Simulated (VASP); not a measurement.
# MgS (F-43m) in VASP: further runs

The runs below take MgS through single point, with LDA.

Everything below comes from runs of VASP 6.6.1. Logs are shortened: lines on timing, memory, paths and dates and some standing lists are left out, and cuts for length are marked.

## 1. The cell of the first run

The structure is cubic, space group F-43m (No. 216). The conventional cell has a = 5.666 Å, b = 5.666 Å, c = 5.666 Å, α = 90.00°, β = 90.00°, γ = 90.00°. Mg (site symmetry -43m) has 4 S at 2.45 Å within 3.2 Å. Within 3.2 Å of S (site symmetry -43m) lie 4 Mg at 2.45 Å.

## 2. Single point, LDA

INCAR reads:

```
PREC = Accurate
ENCUT = 600
EDIFF = 1E-6
ISMEAR = 0
SIGMA = 0.01
LREAL = False
LASPH = True
NELM = 120
ALGO = Normal
ISIF = 2
LWAVE = False
LCHARG = False
NBANDS = 11
GGA_COMPAT = False
```

KPOINTS reads:

```
Automatic mesh
0
Gamma
  5 5 5
```

POSCAR reads:

```
MgS
1.0
    0.0000000000      2.8331200000      2.8331200000
    2.8331200000      0.0000000000      2.8331200000
    2.8331200000      2.8331200000      0.0000000000
Mg S
1 1
Direct
    0.0000000000      0.0000000000      0.0000000000
    0.7500000000      0.7500000000      0.7500000000
```

Potentials or basis: VASP PAW LDA potentials, release 64 (Mg, S).

Started as:

```
$ cat potpaw_LDA.64/Mg/POTCAR potpaw_LDA.64/S/POTCAR > POTCAR
$ mpirun -np 1 vasp_std > vasp.out
```

OUTCAR:

```text
PREC = Accurate
   ENCUT = 600
   EDIFF = 1E-6
   ISMEAR = 0
   LREAL = False
   LASPH = True
   NELM = 120
   ISIF = 2

 ion  position               nearest neighbor table
   1  0.000  0.000  0.000-   2 2.45   2 2.45   2 2.45   2 2.45
   2  0.750  0.750  0.750-   1 2.45   1 2.45   1 2.45   1 2.45

  LATTYP: Found a face centered cubic cell.
 ALAT       =     5.6662400000

  Lattice vectors:

 A1 = (   0.0000000000,   2.8331200000,   2.8331200000)
 A2 = (   2.8331200000,   0.0000000000,   2.8331200000)
 A3 = (   2.8331200000,   2.8331200000,   0.0000000000)

Analysis of symmetry for initial positions (statically):
=====================================================================
 Subroutine PRICEL returns:
 Original cell was already a primitive cell.

 Routine SETGRP: Setting up the symmetry group for a
 face centered cubic supercell.

 Subroutine GETGRP returns: Found 24 space group operations
 (whereof 24 operations were pure point group operations)
 out of a pool of 48 trial point group operations.

The static configuration has the point symmetry T_d .

Analysis of symmetry for dynamics (positions and initial velocities):
=====================================================================
 Subroutine PRICEL returns:
 Original cell was already a primitive cell.

 Routine SETGRP: Setting up the symmetry group for a
 face centered cubic supercell.

 Subroutine GETGRP returns: Found 24 space group operations
 (whereof 24 operations were pure point group operations)
 out of a pool of 48 trial point group operations.

The dynamic configuration has the point symmetry T_d .

 Subroutine INISYM returns: Found 24 space group operations
 (whereof 24 operations are pure point group operations),
 and found     1 'primitive' translations

----------------------------------------------------------------------------------------

                                     Primitive cell

  volume of cell :      45.4805

  direct lattice vectors                    reciprocal lattice vectors
     0.000000000  2.833120000  2.833120000    -0.176483876  0.176483876  0.176483876
     2.833120000  0.000000000  2.833120000     0.176483876 -0.176483876  0.176483876
     2.833120000  2.833120000  0.000000000     0.176483876  0.176483876 -0.176483876

  length of vectors
     4.006636728  4.006636728  4.006636728     0.305679041  0.305679041  0.305679041

  position of ions in fractional coordinates (direct lattice)
     0.000000000  0.000000000  0.000000000
     0.750000000  0.750000000  0.750000000

[... 68 lines left out ...]
   ISYM   =      2    0-nonsym 1-usesym 2-fastsym
   POTIM  = 0.5000    time-step for ionic-motion
   TEBEG  =    0.0;   TEEND  =   0.0 temperature during run
   PSTRESS=    0.0 pullay stress
   NELECT =       8.0000    total number of electrons
   NUPDOWN=      -1.0000    fix difference up-down
   EMIN   =  10.00;   EMAX   =-10.00  energy-range for DOS
   EFERMI =   0.00;   METHOD = LEGACY
   ISMEAR =     0;   SIGMA  =   0.01  broadening in eV -4-tet -1-fermi 0-gaus
   EFERMI_NEDOS =   21; number of points for ismear=-14 and -15
   IALGO  =     38    algorithm
   IMIX   =      4    mixing-type and parameters
     AMIX     =   0.40;   BMIX     =  1.00
     AMIX_MAG =   1.60;   BMIX_MAG =  1.00
  volume/ion in A,a.u.               =      22.74       153.46
  Fermi-wavevector in a.u.,A,eV,Ry     =   0.917269  1.733386 11.447693  0.841382
  Thomas-Fermi vector in A             =   2.042218
   LORBIT       =      0    0 simple, 1 ext, 2 COOP (PROOUT), +10 PAW based schemes
   GGA     = CA    functional components
   LHFCALC =     F    Hartree Fock is set to
   AEXX    =    0.0000 exact exchange contribution
   IVDW    =     0    specifies the selected vdW correction
   LEPSILON=     F    determine dielectric tensor
   LRPA    =     F    only Hartree local field effects (RPA)
 non-spin polarized calculation
 Gauss-broadening in eV      SIGMA  =   0.01
  energy-cutoff  :      600.00
  volume of cell :       45.48
 maximum number of plane-waves:      1531
   NGX = 17   NGY = 17   NGZ = 17

 number of electron       8.0000000 magnetization

 Free energy of the ion-electron system (eV)
  ---------------------------------------------------
  ext. energy  EPLUGINS =         0.00000000
  ---------------------------------------------------
  free energy    TOTEN  =        -9.37528693 eV

  energy without entropy =       -9.37528693  energy(sigma->0) =       -9.37528693

 E-fermi :   0.9709     XC(G=0):  -8.7518

 val. band max:        0.8824611389   @ k =   0.0000   0.0000   0.0000
 cond. band min:       4.0637878443   @ k =   0.0000   0.0000   0.0000
 fundamental gap:      3.1813267054
 Fermi energy:         0.9709418059

 k-point     1 :       0.0000    0.0000    0.0000
  band No.  band energies     occupation
      1     -10.3476      2.00000
      2       0.8825      2.00000
      3       0.8825      2.00000
      4       0.8825      2.00000
      5       4.0638      0.00000
      6       8.6408      0.00000
      7       8.6408      0.00000
      8       8.6408      0.00000
      9      11.6171      0.00000
     10      11.6171      0.00000
     11      14.2143      0.00000
[... 113 lines left out ...]
 k-point    10 :      -0.4000    0.4000    0.2000
  band No.  band energies     occupation
      1      -9.4803      2.00000
      2      -1.6414      2.00000
      3      -0.7979      2.00000
      4      -0.1444      2.00000
      5       6.2346      0.00000
      6       8.0347      0.00000
      7       8.4071      0.00000
      8      10.5077      0.00000
      9      12.2186      0.00000
     10      13.4431      0.00000
     11      15.8983      0.00000

------------------------ aborting loop because EDIFF is reached ----------------------------------------

  FORCE on cell =-STRESS in cart. coord.  units (eV):
  Direction    XX          YY          ZZ          XY          YZ          ZX
  --------------------------------------------------------------------------------------
  -------------------------------------------------------------------------------------
  Total       -0.7074482     -0.7074482     -0.7074482      0.0000000      0.0000000     -0.0000000
  in kB      -24.9218522    -24.9218522    -24.9218522      0.0000000      0.0000000     -0.0000000
  external PRESSURE =     -24.9218522 kB  Pullay stress =       0.0000000 kB

 VOLUME and BASIS-vectors are now :
 -----------------------------------------------------------------------------
  energy-cutoff  :      600.00
  volume of cell :       45.48
      direct lattice vectors                 reciprocal lattice vectors
     0.000000000  2.833120000  2.833120000    -0.176483876  0.176483876  0.176483876
     2.833120000  0.000000000  2.833120000     0.176483876 -0.176483876  0.176483876
     2.833120000  2.833120000  0.000000000     0.176483876  0.176483876 -0.176483876

 POSITION                                       TOTAL-FORCE (eV/Angst)
 -----------------------------------------------------------------------------------
      0.00000      0.00000      0.00000        -0.000000     -0.000000     -0.000000
      4.24968      4.24968      4.24968         0.000000      0.000000      0.000000
 -----------------------------------------------------------------------------------
    total drift:                               -0.000000     -0.000000     -0.000000

  FREE ENERGIE OF THE ION-ELECTRON SYSTEM (eV)
  ---------------------------------------------------
  free  energy   TOTEN  =        -9.3752869312 eV

  energy  without entropy=       -9.3752869312  energy(sigma->0) =       -9.37528693
```

OSZICAR:

```text
N       E                     dE             d eps       ncg     rms          rms(c)
DAV:   1     0.255273612765E+02    0.25527E+02   -0.39581E+03   220   0.656E+02
DAV:   2    -0.765417213942E+01   -0.33182E+02   -0.31046E+02   276   0.999E+01
DAV:   3    -0.991785212855E+01   -0.22637E+01   -0.22576E+01   277   0.288E+01
DAV:   4    -0.993840098973E+01   -0.20549E-01   -0.20547E-01   260   0.327E+00
DAV:   5    -0.993863347491E+01   -0.23249E-03   -0.23248E-03   279   0.342E-01    0.402E+00
DAV:   6    -0.943161976907E+01    0.50701E+00   -0.12940E+00   250   0.410E+00    0.299E+00
DAV:   7    -0.938036806818E+01    0.51252E-01   -0.22663E-01   273   0.183E+00    0.222E+00
DAV:   8    -0.937615303084E+01    0.42150E-02   -0.14266E-02   244   0.705E-01    0.114E+00
DAV:   9    -0.937526328246E+01    0.88975E-03   -0.20363E-03   259   0.222E-01    0.372E-01
DAV:  10    -0.937528654568E+01   -0.23263E-04   -0.62634E-05   256   0.423E-02    0.125E-01
DAV:  11    -0.937528709316E+01   -0.54747E-06   -0.39318E-05   253   0.271E-02    0.508E-02
DAV:  12    -0.937528693115E+01    0.16200E-06   -0.97830E-07   164   0.526E-03
   1 F= -.93752869E+01 E0= -.93752869E+01  d E =-.135322E-37
```

stdout:

```text
POSCAR found type information on POSCAR MgS
 POSCAR found :  2 types and       2 ions
 scaLAPACK will be used
 LDA part: xc-table for (Slater(with rela. corr.)+CA(PZ))
 , standard interpolation
 POSCAR, INCAR and KPOINTS ok, starting setup
 FFT: planning ... GRIDC
 FFT: planning ... GRID_SOFT
 FFT: planning ... GRID
 WAVECAR not read
 entering main loop
```

Run time: 6.2 s. Hardware: 1 thread of Intel Xeon 6975P-C, shared host; peak memory 0.15 GiB.

Results:

```
Free energy            : -9.3753 eV
Pressure               : -2.5 GPa
Band gap on the k mesh : 3.18 eV, direct
```

## 3. Single point, LDA

This run uses another cell than the first one, of 23.20 Å³/atom, 1.020 times its volume.

INCAR reads:

```
SYSTEM = MgS
ALGO     = Normal         ! electronic algorithm
EDIFF    = 1E-6           ! SCF threshold, eV
ENCUT    = 600            ! plane-wave cutoff, eV
GGA      = CA             ! functional
GGA_COMPAT= .FALSE.      
ISIF     = 2              ! what is computed and relaxed
ISMEAR   = 0              ! smearing method
LASPH    = .TRUE.         ! aspherical terms in the spheres
LCHARG   = .FALSE.        ! write CHGCAR
LREAL    = .FALSE.        ! projectors in reciprocal space
LWAVE    = .FALSE.        ! write WAVECAR
NBANDS   = 11             ! bands
NELM     = 120            ! most SCF steps
PREC     = Accurate       ! precision mode
SIGMA    = 0.01           ! smearing width, eV
```

KPOINTS reads:

```
k-points
0
G
  5 5 5
  0 0 0
```

POSCAR reads:

```
MgS
1.0
    0.0000000000      2.8518829309      2.8518829309
    2.8518829309      0.0000000000      2.8518829309
    2.8518829309      2.8518829309      0.0000000000
Mg S
1 1
Direct
    0.0000000000      0.0000000000      0.0000000000
    0.7500000000      0.7500000000      0.7500000000
```

Potentials or basis: VASP PAW LDA potentials, release 64 (Mg, S).

Started as:

```
$ cat potpaw_LDA.64/Mg/POTCAR potpaw_LDA.64/S/POTCAR > POTCAR
$ mpirun -np 1 vasp_std > vasp.out
```

OUTCAR:

```text
SYSTEM = MgS
   EDIFF = 1E-6
   ENCUT = 600
   GGA = CA
   ISIF = 2
   ISMEAR = 0
   LASPH = .TRUE.
   LREAL = .FALSE.
   NELM = 120
   PREC = Accurate

 ion  position               nearest neighbor table
   1  0.000  0.000  0.000-   2 2.47   2 2.47   2 2.47   2 2.47
   2  0.750  0.750  0.750-   1 2.47   1 2.47   1 2.47   1 2.47

  LATTYP: Found a face centered cubic cell.
 ALAT       =     5.7037658618

  Lattice vectors:

 A1 = (   0.0000000000,   2.8518829309,   2.8518829309)
 A2 = (   2.8518829309,   0.0000000000,   2.8518829309)
 A3 = (   2.8518829309,   2.8518829309,   0.0000000000)

Analysis of symmetry for initial positions (statically):
=====================================================================
 Subroutine PRICEL returns:
 Original cell was already a primitive cell.

 Routine SETGRP: Setting up the symmetry group for a
 face centered cubic supercell.

 Subroutine GETGRP returns: Found 24 space group operations
 (whereof 24 operations were pure point group operations)
 out of a pool of 48 trial point group operations.

The static configuration has the point symmetry T_d .

Analysis of symmetry for dynamics (positions and initial velocities):
=====================================================================
 Subroutine PRICEL returns:
 Original cell was already a primitive cell.

 Routine SETGRP: Setting up the symmetry group for a
 face centered cubic supercell.

 Subroutine GETGRP returns: Found 24 space group operations
 (whereof 24 operations were pure point group operations)
 out of a pool of 48 trial point group operations.

The dynamic configuration has the point symmetry T_d .

 Subroutine INISYM returns: Found 24 space group operations
 (whereof 24 operations are pure point group operations),
 and found     1 'primitive' translations

----------------------------------------------------------------------------------------

                                     Primitive cell

[... 100 lines left out ...]
   GGA     = CA    functional components
   LHFCALC =     F    Hartree Fock is set to
   AEXX    =    0.0000 exact exchange contribution
   IVDW    =     0    specifies the selected vdW correction
   LEPSILON=     F    determine dielectric tensor
   LRPA    =     F    only Hartree local field effects (RPA)
 non-spin polarized calculation
 Gauss-broadening in eV      SIGMA  =   0.01
  energy-cutoff  :      600.00
  volume of cell :       46.39
 maximum number of plane-waves:      1562
   NGX = 17   NGY = 17   NGZ = 17

 number of electron       8.0000001 magnetization

 Free energy of the ion-electron system (eV)
  ---------------------------------------------------
  ext. energy  EPLUGINS =         0.00000000
  ---------------------------------------------------
  free energy    TOTEN  =        -9.35838067 eV

  energy without entropy =       -9.35838067  energy(sigma->0) =       -9.35838067

 E-fermi :   0.8203     XC(G=0):  -8.6770

 val. band max:        0.7594614039   @ k =   0.0000   0.0000   0.0000
 cond. band min:       3.8438947439   @ k =   0.0000   0.0000   0.0000
 fundamental gap:      3.0844333400
 Fermi energy:         0.8202659020

 k-point     1 :       0.0000    0.0000    0.0000
  band No.  band energies     occupation
      1     -10.4061      2.00000
      2       0.7595      2.00000
      3       0.7595      2.00000
      4       0.7595      2.00000
      5       3.8439      0.00000
      6       8.4667      0.00000
      7       8.4667      0.00000
      8       8.4667      0.00000
      9      11.4524      0.00000
     10      11.4524      0.00000
     11      13.9274      0.00000
[... 113 lines left out ...]
 k-point    10 :      -0.4000    0.4000    0.2000
  band No.  band energies     occupation
      1      -9.5758      2.00000
      2      -1.7181      2.00000
      3      -0.8809      2.00000
      4      -0.2421      2.00000
      5       6.0978      0.00000
      6       7.8199      0.00000
      7       8.2224      0.00000
      8      10.2927      0.00000
      9      11.9677      0.00000
     10      13.2014      0.00000
     11      15.6261      0.00000

------------------------ aborting loop because EDIFF is reached ----------------------------------------

  FORCE on cell =-STRESS in cart. coord.  units (eV):
  Direction    XX          YY          ZZ          XY          YZ          ZX
  --------------------------------------------------------------------------------------
  -------------------------------------------------------------------------------------
  Total       -1.0085445     -1.0085445     -1.0085445      0.0000000     -0.0000000     -0.0000000
  in kB      -34.8321722    -34.8321722    -34.8321722      0.0000000     -0.0000000     -0.0000000
  external PRESSURE =     -34.8321722 kB  Pullay stress =       0.0000000 kB

 VOLUME and BASIS-vectors are now :
 -----------------------------------------------------------------------------
  energy-cutoff  :      600.00
  volume of cell :       46.39
      direct lattice vectors                 reciprocal lattice vectors
     0.000000000  2.851882931  2.851882931    -0.175322765  0.175322765  0.175322765
     2.851882931  0.000000000  2.851882931     0.175322765 -0.175322765  0.175322765
     2.851882931  2.851882931  0.000000000     0.175322765  0.175322765 -0.175322765

 POSITION                                       TOTAL-FORCE (eV/Angst)
 -----------------------------------------------------------------------------------
      0.00000      0.00000      0.00000        -0.000000      0.000000      0.000000
      4.27782      4.27782      4.27782         0.000000     -0.000000     -0.000000
 -----------------------------------------------------------------------------------
    total drift:                                0.000000      0.000000      0.000000

  FREE ENERGIE OF THE ION-ELECTRON SYSTEM (eV)
  ---------------------------------------------------
  free  energy   TOTEN  =        -9.3583806672 eV

  energy  without entropy=       -9.3583806672  energy(sigma->0) =       -9.35838067
```

stdout:

```text
POSCAR found type information on POSCAR MgS
 POSCAR found :  2 types and       2 ions
 scaLAPACK will be used
 LDA part: xc-table for (Slater(with rela. corr.)+CA(PZ))
 , standard interpolation
 POSCAR, INCAR and KPOINTS ok, starting setup
 FFT: planning ... GRIDC
 FFT: planning ... GRID_SOFT
 FFT: planning ... GRID
 WAVECAR not read
 entering main loop
```

It took 6.2 s on 1 thread of Intel Xeon 6975P-C, shared host; peak memory 0.15 GiB.

What came out:

| Item | Value |
| --- | --- |
| Free energy | -9.3584 eV |
| Pressure | -3.5 GPa |
| Band gap on the k mesh | 3.08 eV, direct |

Levels at points of the mesh, in eV from the valence-band top:
| k point | band 1 | band 2 | band 3 | band 4 | band 5 | band 6 | band 7 | band 8 | band 9 |
| --- | --- | --- | --- | --- | --- | --- | --- | --- | --- |
| (0.00, 0.00, 0.00) | -11.17 | 0.00 | 0.00 | 0.00 | 3.08 | 7.71 | 7.71 | 7.71 | 10.69 |

Expect the measured gap to be larger: semilocal functionals such as LDA lack the derivative discontinuity.
